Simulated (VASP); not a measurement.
Wanted: the native input for a VASP 6.6.1 run.

```yaml
Task: electric field gradients
Functional: PBE
Potentials_or_basis: VASP PAW PBE potentials, release 64 (Te)
Cutoff: 520 eV
k_mesh: 8 × 8 × 8
Occupations: fermi-dirac, width 0.05 eV
Spin: no spin polarisation
Dipole_correction: no
Further_INCAR_settings: ALGO = Normal; EDIFF = 1e-08; NBANDS = 16
```

The structure of Te lies in POSCAR:

```
Te
1.0
    4.1070770000     -2.3000640000      0.0000000000
    4.1070770000      2.3000640000      0.0000000000
   -0.1265365000      0.0000000000      3.9573500000
Te
3
Direct
    0.6760000000      0.6760000000      0.6750000000
    0.3240000000      0.3240000000      0.3250000000
    0.0000000000      0.0000000000      0.0000000000
```

This cell differs from its parent crystal: equal xx and yy strain of -3 %.

These files were run (other wordings do the same):

INCAR

```
SYSTEM = Te
PREC = Accurate
ENCUT = 520
EDIFF = 1E-8
ISMEAR = -1
SIGMA = 0.05
LREAL = .FALSE.
LASPH = .TRUE.
NELM = 80
ALGO = Normal
ISIF = 2
LWAVE = .FALSE.
LCHARG = .FALSE.
GGA = PE
LEFG = .TRUE.
NBANDS = 16
```

KPOINTS

```
Automatic mesh
0
G
  8 8 8
  0 0 0
```

Potentials or basis: VASP PAW PBE potentials, release 64 (Te).

Launch:

```console
$ cat potpaw_PBE.64/Te/POTCAR > POTCAR
$ mpirun -np 1 vasp_std > vasp.out
```

Results of the run:

```json
{"Pressure": "16.9 GPa", "Largest force": "0.725 eV/Å", "Band gap on the k mesh": "zero (band 9 reaches 12.01 eV, above the bottom of band 10 at 7.99 eV)"}
```

Caveat: the cell differs from its parent crystal (equal xx and yy strain of -3 %); without QUAD_EFG the Cq values of the log hold for a quadrupole moment of 1 mb, not for the nuclei; spin-orbit coupling is left out, which moves the levels of the heavy elements.

Run time: 2.3 min on 1 thread of Oxide Virtual Turin-like Processor, on a shared host, peak memory 0.24 GiB.
